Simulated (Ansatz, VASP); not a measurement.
**Two plane-wave programs on TaTe2H**

```xyz
8
Lattice="1.7583 -7.0962 0.0000 1.7583 7.0962 0.0000 0.0000 0.0000 6.8911" Properties=species:S:1:pos:R:3 pbc="T T T"
Ta    1.7583   -0.0780    5.1683
Ta    1.7583    0.0780    1.7228
Te    1.7583    5.4424    6.9964
Te    1.7583    5.4424    3.3403
Te    1.7583   -5.4424   -0.1053
Te    1.7583   -5.4424    3.5508
H     1.7583   -1.8697    5.1683
H     1.7583    1.8697    1.7228
```

Change from the starting cell: species swapped into the YGa2Ni type (Cmcm, No. 63).

Alike in both runs: functional PBE; k mesh 4 × 4 × 4; occupations gaussian, width 0.1 eV; no spin polarisation.

Ansatz relaxed the structure, and its values are those at the end. VASP's run is a single point on that final structure, the one shown.

```csv
,VASP,Ansatz
version,VASP 6.6.1,Ansatz 0.2.0
potentials or method,"VASP PAW PBE potentials, release 64 (Ta_pv, Te, H), cutoff 520 eV","scalar-relativistic, plane waves, PAW"
valence electrons in the cell,48,92
```

Ansatz gave:

```
gap on the k mesh at the Fermi level (eV) : none
pressure (GPa)                            : 0.0
rms of the force components (eV/Å)        : 0.001
```

**Question.** What did VASP give for the same quantities?

**Answer.** gap on the k mesh at the Fermi level (eV): none; pressure (GPa): 0.0; rms of the force components (eV/Å): 0.007.

A gap of «none» marks a metal or a gap that the smearing closes. VASP's potentials hold 48 valence electrons a cell and Ansatz's 92, so a difference there can come from the potentials and not from the codes.

The k mesh is coarse, so the values compare programs but aren't converged. Neither program's run includes spin-orbit coupling.
